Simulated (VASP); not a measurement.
Crystal: Mo.

```xyz
2
Lattice="3.1500 0.0000 0.0000 0.0000 3.1500 0.0000 0.0000 0.0000 3.1500" Properties=species:S:1:pos:R:3 pbc="T T T"
Mo    0.0000    0.0000    0.0000
Mo    1.5750    1.5750    1.5750
```

* Program: VASP 6.6.1
* Task: relaxation of volume and atoms at fixed shape
* Functional: LDA
* Potentials or basis: VASP PAW LDA potentials, release 64 (Mo_sv)
* Cutoff: 600 eV
* k mesh: 13 × 13 × 13
* Occupations: fermi-dirac, width 0.05 eV
* Spin: no spin polarisation

At the start: pressure -9.0 GPa; volume 15.63 Å³/atom.

Task: How do energy, volume and symmetry change on relaxing?

Result: Over 4 steps the energy falls by 14.6 meV/atom and the volume is 15.12 Å³/atom (-3.2 %); space group Im-3m (No. 229, to 0.1 Å) before and after.

Step by step:
```
step  energy change (eV)  largest force (eV/Å)  pressure (GPa)  volume (Å³)
   1              0.0000                0.0000           -9.01        31.26
   2              0.2489                0.0000           34.65        27.45
   3             -0.0292                0.0000           -0.37        30.28
   4             -0.0292                0.0000           -0.05        30.25
```

Final structure:
```xyz
2
Lattice="3.1158 0.0000 0.0000 0.0000 3.1158 0.0000 0.0000 0.0000 3.1158" Properties=species:S:1:pos:R:3 pbc="T T T"
Mo    3.1158    3.1158    0.0000
Mo    1.5579    1.5579    1.5579
```
